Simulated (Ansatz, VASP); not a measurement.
# H: VASP beside Ansatz

The input POSCAR:

```
H
1.0
   12.0000000000      0.0000000000      0.0000000000
    0.0000000000     12.5000000000      0.0000000000
    0.0000000000      0.0000000000     13.0000000000
H
2
Direct
    0.4500000000      0.4700000000      0.4711284794
    0.4500000000      0.4700000000      0.5288715206
```

The input INCAR.step1:

```
  ALGO = Normal
  EDIFF = 1E-5
  ENCUT = 520
  GGA = PE
  ISMEAR = 0
  LASPH = T
  LCHARG = F
  LREAL = F
  LWAVE = T
  NBANDS = 8
  NELM = 100
  PREC = Accurate
  SIGMA = 0.01
```

INCAR.step2

```
  AEXX = 0.25
  ALGO = Normal
  EDIFF = 1E-7
  EDIFFG = -0.01
  ENCUT = 520
  GGA = PE
  IBRION = 2
  ISIF = 2
  ISMEAR = 0
  ISTART = 1
  LASPH = T
  LCHARG = F
  LHFCALC = T
  LREAL = F
  LWAVE = F
  NELM = 100
  NSW = 80
  PREC = Accurate
  PRECFOCK = Normal
  SIGMA = 0.01
```

File KPOINTS:

```
k-points
0
Gamma
  1 1 1
```

Input for Ansatz:

```yaml
crystal:
  lattice:
    - [12.0, 0.0, 0.0]
    - [0.0, 12.5, 0.0]
    - [0.0, 0.0, 13.0]
  atoms:
    - { symbol: H, position: [0.45, 0.47, 0.4711284794] }
    - { symbol: H, position: [0.45, 0.47, 0.5288715206] }
basis:
  ecutwfc: 420
  xc_grid: 2
hamiltonian:
  xc: pbe0
  pseudopotentials: { kind: paw, azcp: { folder: soft_1 } }
kpoints:
  mp_grid: { grid: [1, 1, 1] }
scf:
  occupations: { method: fixed }
  max_iter: 150
output:
  forces: true
relax:
  f_tol: 0.01
  max_steps: 60
checkpoint:
  write: "../pbe0.run"
  compress: false
  write_wavefunctions: false
  write_every: 100000
```

Alike in both runs: task relaxation of the atoms; functional PBE0; k mesh 1 × 1 × 1; no spin polarisation.

|  | VASP | Ansatz |
| --- | --- | --- |
| version | VASP 6.6.1 | Ansatz 0.2.0 |
| potentials or method | VASP PAW PBE potentials, release 64 (H), cutoff 520 eV | plane-wave PAW DFT |
| occupations | gaussian, width 0.01 eV | fixed |
| valence electrons in the cell | 2 | 2 |

VASP gave:

```
gap on the k mesh at the Fermi level, each at its own relaxed structure (eV) : 11.94
```

Q: Which values does Ansatz return?

A: gap on the k mesh at the Fermi level, each at its own relaxed structure (eV): 11.92.
